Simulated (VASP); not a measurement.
A run of VASP 6.6.1 is set up as follows.

File INCAR:

```
ALGO = Normal
EDIFF = 1E-8
ENCUT = 520
GGA = PE
ISIF = 2
ISMEAR = -1
LASPH = True
LCHARG = False
LEFG = True
LREAL = False
LWAVE = False
NBANDS = 16
NELM = 60
PREC = Accurate
SIGMA = 0.03
```

Contents of KPOINTS:

```
k-points
0
Gamma
  8 8 8
```

Contents of POSCAR:

```
ZnSe
1.0
    0.0000000000      2.8338000000      2.8621380000
    2.8338000000      0.0000000000      2.8621380000
    2.8338000000      2.8338000000      0.0000000000
Zn Se
1 1
Direct
    0.0000000000      0.0000000000      0.0000000000
    0.7500000000      0.7500000000      0.7500000000
```

Potentials or basis: VASP PAW PBE potentials, release 64 (Zn, Se).

Run with:

```bash
$ cat potpaw_PBE.64/Zn/POTCAR potpaw_PBE.64/Se/POTCAR > POTCAR
$ mpirun -np 1 vasp_std > vasp.out
```

Q: Predict the band gap on the k mesh.

A: 1.24 eV, direct.

Q: Estimate the pressure.

A: 1.7 GPa.

Electric field gradients, principal values (V/Å²):
```
atom   least  middle  greatest (by size)
1 Zn   0.801   0.803              -1.604
2 Se  -2.089  -2.089               4.179
```

Caveat: the cell differs from its parent crystal (zz strain of +1 %); without QUAD_EFG the Cq values of the log hold for a quadrupole moment of 1 mb, not for the nuclei.
